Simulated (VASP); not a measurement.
# Al4BSbP2 in VASP: notebook, part 2 of 2

VASP 6.6.1. The steps go on from the part before.

### Step 4. Single point, PBE

This run uses another cell than the first one, of 20.86 Å³/atom.

INCAR reads:

```
PREC     = Accurate       # precision mode
ENCUT    = 520            # plane-wave cutoff, eV
EDIFF    = 1E-6           # SCF threshold, eV
ISMEAR   = 0              # smearing method
SIGMA    = 0.2            # smearing width, eV
LREAL    = False          # projectors in reciprocal space
LASPH    = True           # aspherical terms in the spheres
NELM     = 60             # most SCF steps
ALGO     = Normal         # electronic algorithm
ISIF     = 2              # what is computed and relaxed
LWAVE    = False          # write WAVECAR
LCHARG   = True           # write CHGCAR
GGA      = PE             # functional
LELF     = True           # ELF
LVHAR    = True         
NBANDS   = 25             # bands
```

KPOINTS reads:

```
regular mesh
0
Gamma
  4 4 4
```

POSCAR reads:

```
Al4BSbP2
1.0
    3.7575516591      3.7593359005      0.0000000000
    3.7575516591     -3.7593359005      0.0000000000
   -3.7575516591      0.0000000000     -5.9066718963
Al B Sb P
4 1 1 2
Direct
    0.4277051902      0.8320520264      0.2597572166
    0.1678561678      0.1678561678      0.7400659314
    0.8320520264      0.4277051902      0.2597572166
    0.5722097636      0.5722097636      0.7400659314
    0.4999855396      0.4999855396      0.9999710792
    0.0000117646      0.0000117646      0.0000235292
    0.7499707266      0.2499707266      0.4999414531
    0.2499707266      0.7499707266      0.4999414531
```

Potentials or basis: VASP PAW PBE potentials, release 64 (Al, B, Sb, P).

On the command line:

```sh
> cat potpaw_PBE.64/Al/POTCAR potpaw_PBE.64/B/POTCAR potpaw_PBE.64/Sb/POTCAR potpaw_PBE.64/P/POTCAR > POTCAR
> mpirun -np 1 vasp_std > vasp.out
```

OUTCAR:

```text
PREC = Accurate
   ENCUT = 520
   EDIFF = 1E-6
   ISMEAR = 0
   LREAL = False
   LASPH = True
   NELM = 60
   ISIF = 2
   GGA = PE

 ion  position               nearest neighbor table
   1  0.428  0.832  0.260-   5 2.16   8 2.38   7 2.38   6 2.71   3 3.04
   2  0.168  0.168  0.740-   5 2.16   7 2.38   8 2.38   6 2.71   4 3.04
   3  0.832  0.428  0.260-   5 2.16   7 2.38   8 2.38   6 2.71   1 3.04
   4  0.572  0.572  0.740-   5 2.16   7 2.38   8 2.38   6 2.71   2 3.04
   5  0.500  0.500  1.000-   1 2.16   3 2.16   2 2.16   4 2.16
   6  0.000  0.000  0.000-   2 2.71   4 2.71   3 2.71   1 2.71
   7  0.750  0.250  0.500-   3 2.38   1 2.38   2 2.38   4 2.38
   8  0.250  0.750  0.500-   1 2.38   3 2.38   2 2.38   4 2.38

  LATTYP: Found a face centered orthorhombic cell.
 ALAT       =     7.5151033182
 B/A-ratio  =     1.0004748415
 C/A-ratio  =     1.5719469570

  Lattice vectors:

 A1 = (   0.0000000000,  -3.7593359005,  -5.9066718963)
[... 185 lines left out ...]
 cond. band min:       4.9124041743   @ k =   0.2500   0.0000  -0.0000
 fundamental gap:      0.0423745672
 Fermi energy:         4.8901775642

 k-point     1 :       0.0000    0.0000    0.0000
  band No.  band energies     occupation
      1      -6.5805      2.00000
      2      -4.5409      2.00000
      3      -3.9272      2.00000
      4      -1.7531      2.00000
      5      -1.0123      2.00000
      6       0.0294      2.00000
[... 493 lines left out ...]
     24      10.3307      0.00000
     25      10.4421      0.00000

------------------------ aborting loop because EDIFF is reached ----------------------------------------

  FORCE on cell =-STRESS in cart. coord.  units (eV):
  Direction    XX          YY          ZZ          XY          YZ          ZX
  --------------------------------------------------------------------------------------
  -------------------------------------------------------------------------------------
  Total        0.3392410      0.3131138     -0.3126551      0.0000000      0.0000000      0.0000000
  in kB        3.2570918      3.0062418     -3.0018371      0.0000000      0.0000000      0.0000000
  external PRESSURE =       1.0871655 kB  Pullay stress =       0.0000000 kB

 VOLUME and BASIS-vectors are now :
 -----------------------------------------------------------------------------
  energy-cutoff  :      520.00
  volume of cell :      166.87
      direct lattice vectors                 reciprocal lattice vectors
     3.757551659  3.759335900  0.000000000     0.133065370  0.133002215 -0.084650038
     3.757551659 -3.759335900  0.000000000     0.133065370 -0.133002215 -0.084650038
    -3.757551659  0.000000000 -5.906671896     0.000000000  0.000000000 -0.169300076

 POSITION                                       TOTAL-FORCE (eV/Angst)
 -----------------------------------------------------------------------------------
      3.75755     -1.52008     -1.53430         0.000000      0.018684      0.030977
     -1.51938      0.00000     -4.37133         0.018650      0.000000     -0.025075
      3.75755      1.52008     -1.53430         0.000000     -0.018684      0.030977
      1.51938      0.00000     -4.37133        -0.018650      0.000000     -0.025075
     -0.00000      0.00000     -5.90650        -0.000000      0.000000     -0.003482
      0.00000      0.00000     -0.00014         0.000000      0.000000     -0.002786
      1.87878      1.87967     -2.95299         0.000000      0.000000     -0.002768
      1.87878     -1.87967     -2.95299         0.000000      0.000000     -0.002768
 -----------------------------------------------------------------------------------
    total drift:                               -0.000000      0.000000     -0.000182

  FREE ENERGIE OF THE ION-ELECTRON SYSTEM (eV)
  ---------------------------------------------------
  free  energy   TOTEN  =       -37.3506193619 eV

  energy  without entropy=      -37.2567593872  energy(sigma->0) =      -37.30368937
```

OSZICAR:

```text
N       E                     dE             d eps       ncg     rms          rms(c)
DAV:   1     0.727055103821E+02    0.72706E+02   -0.10651E+04   900   0.950E+02
DAV:   2    -0.323414636814E+02   -0.10505E+03   -0.97840E+02  1154   0.147E+02
DAV:   3    -0.395547191084E+02   -0.72133E+01   -0.71069E+01  1211   0.375E+01
DAV:   4    -0.396793968150E+02   -0.12468E+00   -0.12455E+00  1056   0.575E+00
DAV:   5    -0.396820021473E+02   -0.26053E-02   -0.26045E-02  1208   0.872E-01    0.887E+00
DAV:   6    -0.374054959017E+02    0.22765E+01   -0.10461E+01  1011   0.118E+01    0.541E+00
DAV:   7    -0.373639392108E+02    0.41557E-01   -0.14728E+00  1107   0.495E+00    0.288E+00
DAV:   8    -0.373525811611E+02    0.11358E-01   -0.17235E-01  1118   0.170E+00    0.130E+00
DAV:   9    -0.373499240046E+02    0.26572E-02   -0.29680E-02  1245   0.738E-01    0.198E-01
DAV:  10    -0.373504028642E+02   -0.47886E-03   -0.38504E-03  1079   0.276E-01    0.119E-01
DAV:  11    -0.373505136450E+02   -0.11078E-03   -0.38580E-04  1181   0.879E-02    0.617E-02
DAV:  12    -0.373506096815E+02   -0.96036E-04   -0.17525E-04  1095   0.578E-02    0.180E-02
DAV:  13    -0.373506185751E+02   -0.88936E-05   -0.28151E-05  1088   0.254E-02    0.715E-03
DAV:  14    -0.373506193619E+02   -0.78676E-06   -0.38940E-06  1143   0.859E-03
   1 F= -.37350619E+02 E0= -.37303689E+02  d E =-.938600E-01
```

stdout:

```text
POSCAR found type information on POSCAR AlB SbP
 POSCAR found :  4 types and       8 ions
 scaLAPACK will be used
 LDA part: xc-table for (Slater+PW92), standard interpolation
 POSCAR, INCAR and KPOINTS ok, starting setup
 FFT: planning ... GRIDC
 FFT: planning ... GRID_SOFT
 FFT: planning ... GRID
 WAVECAR not read
 entering main loop
```

Wall time 2.1 min (1 thread of Intel Xeon 8259CL, shared host); peak memory 0.32 GiB.

What came out:

- Free energy: -37.3506 eV
- Pressure: 0.1 GPa
- Largest force: 0.036 eV/Å
- Band gap on the k mesh: zero (bands 15 and 16 overlap by 1.48 eV)

Forces in eV/Å, atoms in the order of the input:
```
Al   0.000  0.019  0.031
Al   0.019  0.000 -0.025
Al   0.000 -0.019  0.031
Al  -0.019  0.000 -0.025
B    0.000  0.000 -0.003
Sb   0.000  0.000 -0.003
P    0.000  0.000 -0.003
P    0.000  0.000 -0.003
```

Levels at points of the mesh, in eV from the Fermi level:
| k point | band 13 | band 14 | band 15 | band 16 | band 17 | band 18 |
| --- | --- | --- | --- | --- | --- | --- |
| (0.00, 0.00, 0.00) | -1.68 | -0.08 | 0.89 | 0.89 | 1.33 | 2.67 |
| (0.50, 0.00, 0.00) | -1.70 | -1.19 | -0.78 | -0.52 | 2.95 | 3.57 |
| (0.50, 0.50, 0.00) | -0.85 | -0.85 | 0.84 | 0.96 | 2.37 | 2.41 |
| (0.00, 0.00, 0.50) | -1.44 | -1.44 | 0.15 | 0.16 | 0.70 | 1.65 |
| (0.50, 0.50, 0.50) | -0.85 | -0.84 | 0.84 | 0.96 | 2.38 | 2.41 |

Caveat: spin-orbit coupling is left out, which moves the levels of the heavy elements.

### Step 5. The runs side by side

| cell | gap on the mesh (eV) | pressure (GPa) | largest force (eV/Å) |
| --- | --- | --- | --- |
| a = 6.966 Å, angles 134.8, 134.8, 65.9°, 8 atoms, atomic positions A | none | -0.1 | 0.01 |
| a = 5.314, b = 5.314, c = 7.005 Å, angles 112.3, 112.3, 90.0°, 8 atoms, atomic positions B | none | 0.1 | 0.04 |
| a = 5.315, b = 5.315, c = 7.001 Å, angles 112.3, 112.3, 90.0°, 8 atoms, atomic positions B | none | 0.1 | 0.04 |

Alike in all rows: task single point; level PBE; potentials or basis VASP PAW PBE potentials, release 64 (Al, B, Sb, P); no spin polarisation; k mesh 4 × 4 × 4; cutoff (eV) 520; smearing gaussian 0.2 eV.

Caveats: spin-orbit coupling is left out, which moves the levels of the heavy elements.

Absolute energies hang on the potentials; compare differences alone.
